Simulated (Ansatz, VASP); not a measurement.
One calculation of AlNi, two programs

INCAR

```
PREC     = Accurate       # precision mode
ENCUT    = 520            # plane-wave cutoff, eV
EDIFF    = 1E-6           # SCF threshold, eV
ISMEAR   = -1             # smearing method
SIGMA    = 0.05           # smearing width, eV
LREAL    = F              # projectors in reciprocal space
LASPH    = T              # aspherical terms in the spheres
NELM     = 150            # most SCF steps
ALGO     = Normal         # electronic algorithm
ISIF     = 2              # what is computed and relaxed
LWAVE    = F              # write WAVECAR
LCHARG   = F              # write CHGCAR
ISPIN    = 2              # spin polarisation
MAGMOM   = 1 0            # initial moments
LORBIT   = 11             # projections on sites
LMAXMIX  = 4              # l up to which the mixer works
GGA      = PE             # functional
NBANDS   = 18             # bands
```

Contents of KPOINTS:

```
regular mesh
0
Gamma
  8 8 8
```

Contents of POSCAR:

```
AlNi
1.0
    2.8810000000      0.0000000000      0.0000000000
    0.0000000000      2.8810000000      0.0000000000
    0.0000000000      0.0000000000      2.7657600000
Ni Al
1 1
Direct
    0.5000000000      0.5000000000      0.5000000000
    0.0000000000      0.0000000000      0.0000000000
```

File input.yaml:

```yaml
crystal:
  lattice:
    - [2.881, 0.0, 0.0]
    - [0.0, 2.881, 0.0]
    - [0.0, 0.0, 2.76576]
  atoms:
    - { symbol: Ni, position: [0.5, 0.5, 0.5], spin: 1.0 }
    - { symbol: Al, position: [0.0, 0.0, 0.0] }
hamiltonian:
  xc: pbe
  pseudopotentials: { kind: paw }
magnetization:
  spin_polarized: true
kpoints:
  mp_grid: { grid: [8, 8, 8] }
scf:
  occupations: { method: fermi_dirac, width: 0.05 }
output:
  forces: true
  stress: true
  eigenvalues: true
```

Alike in both runs: task single point; functional PBE; k mesh 8 × 8 × 8; occupations fermi-dirac, width 0.05 eV; collinear spin.

```csv
,VASP,Ansatz
version,VASP 6.6.1,Ansatz 0.2.0
potentials or method,"VASP PAW PBE potentials, release 64 (Ni, Al)",Ansatz PAW
plane-wave cutoff (eV),520,420
valence electrons in the cell,13,21
```

Ansatz gave:

- gap on the k mesh at the Fermi level (eV): none
- pressure (GPa): 9.7
- traceless stress, the component that is largest in VASP (GPa): 1.14
- net moment per atom (μB): 0.00

Task: Which values does VASP return?

Result: gap on the k mesh at the Fermi level (eV): none; pressure (GPa): 10.0; traceless stress, the component that is largest in VASP (GPa): 1.24; net moment per atom (μB): 0.00.

A gap of «none» marks a metal or a gap that the smearing closes. The functional is the same, so the differences come from potentials, cutoffs and numerics. VASP's potentials hold 13 valence electrons a cell and Ansatz's 21, so a difference there can come from the potentials and not from the codes.
